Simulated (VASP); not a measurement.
Here is a VASP 6.6.1 calculation.

Contents of POSCAR:

```
GaN
1.0
    2.8653841720      0.0000000000      0.0000000000
   -1.4326920860      2.4814954845      0.0000000000
    0.0000000000      0.0000000000      7.8760380704
Ga N
2 2
Direct
    0.3333333333      0.6666666667      0.2500000000
    0.6666666667      0.3333333333      0.7500000000
    0.3333333333      0.6666666667      0.7500000000
    0.6666666667      0.3333333333      0.2500000000
```

INCAR.step1

```
ALGO = Normal
EDIFF = 1E-4
ENCUT = 600
GGA = PE
ISMEAR = 0
LASPH = True
LCHARG = False
LREAL = False
LWAVE = True
NELM = 80
PREC = Accurate
SIGMA = 0.1
```

The input INCAR.step2:

```
ALGO = Normal
EDIFF = 1E-6
EDIFFG = -0.05
ENCUT = 600
IBRION = 2
ISIF = 3
ISMEAR = 0
ISTART = 1
LASPH = True
LCHARG = False
LMIXTAU = True
LREAL = False
LWAVE = False
METAGGA = R2SCAN
NELM = 80
NSW = 80
PREC = Accurate
SIGMA = 0.1
```

KPOINTS

```
k-points
0
Gamma
  12 12 4
```

Potentials or basis: VASP PAW PBE potentials, release 64 (Ga_d, N).

The run is started by

```console
$ cat potpaw_PBE.64/Ga_d/POTCAR potpaw_PBE.64/N/POTCAR > POTCAR
$ cp INCAR.step1 INCAR
$ mpirun -np 1 vasp_std > vasp.out
$ cp INCAR.step2 INCAR
$ mpirun -np 1 vasp_std > vasp.out
```

Problem. Predict the band gap on the k mesh.

Solution. 1.86 eV.

Problem. Estimate the relaxed volume.

Solution. 11.22 Å³/atom.

Problem. Estimate the space group after relaxing (to 0.1 Å).

Solution. P6_3/mmc (No. 194).

Problem. Estimate the relaxed cell.

Solution. a = 3.309 Å, b = 3.309 Å, c = 4.731 Å, α = 90.00°, β = 90.00°, γ = 120.00°.

Stress tensor (GPa, compression positive):
```
-0.10  0.00  0.00
 0.00 -0.10  0.00
 0.00  0.00  0.30
```

Caveat: the volume moved by over 15 % at a fixed basis, so the end points are rough; the PAW data sets were made with another functional, which shifts forces and pressure a little.
